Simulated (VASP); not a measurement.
A run of VASP 6.6.1 is set up as follows.

Contents of INCAR:

```
SYSTEM = CaAuI3
PREC = Accurate
ENCUT = 520
EDIFF = 1E-6
ISMEAR = 0
SIGMA = 0.1
LREAL = .False.
LASPH = .True.
NELM = 100
ALGO = Normal
ISIF = 2
LWAVE = .False.
LCHARG = .False.
GGA = PE
NBANDS = 53
```

Contents of KPOINTS:

```
regular mesh
0
Gamma
  2 2 4
  0 0 0
```

The input POSCAR:

```
CaAuI3
1.0
    7.6844280200      0.0000000000      0.0000000000
    0.0000000000      7.6844280200      0.0000000000
    0.0000000000      0.0000000000      5.4337111600
Ca Au I
2 2 6
Direct
    0.0000000000      0.5000000000      0.5000000000
    0.5000000000      0.0000000000      0.5000000000
    0.5000000000      0.5000000000      0.0000000000
    0.0000000000      0.0000000000      0.0000000000
    0.7834222800      0.2834222800      0.0000000000
    0.7165777200      0.7834222800      0.0000000000
    0.5000000000      0.5000000000      0.5000000000
    0.2165777200      0.7165777200      0.0000000000
    0.2834222800      0.2165777200      0.0000000000
    0.0000000000      0.0000000000      0.5000000000
```

Potentials or basis: VASP PAW PBE potentials, release 64 (Ca_sv, Au, I).

Command:

```bash
$ cat potpaw_PBE.64/Ca_sv/POTCAR potpaw_PBE.64/Au/POTCAR potpaw_PBE.64/I/POTCAR > POTCAR
$ mpirun -np 1 vasp_std > vasp.out
```

Q: Predict the largest force.

A: 0.628 eV/Å.

Q: What does it give for the band gap on the k mesh?

A: Zero (bands 42 and 43 overlap by 0.56 eV).

Q: Predict the pressure.

A: 6.3 GPa.

Stress tensor (GPa, compression positive):
```
5.85 0.00 0.00
0.00 5.85 0.00
0.00 0.00 7.14
```

Caveat: the k points lie up to 0.41 Å⁻¹ apart, too coarse for converged energies and pressures of a metal; spin-orbit coupling is left out, which moves the levels of the heavy elements.
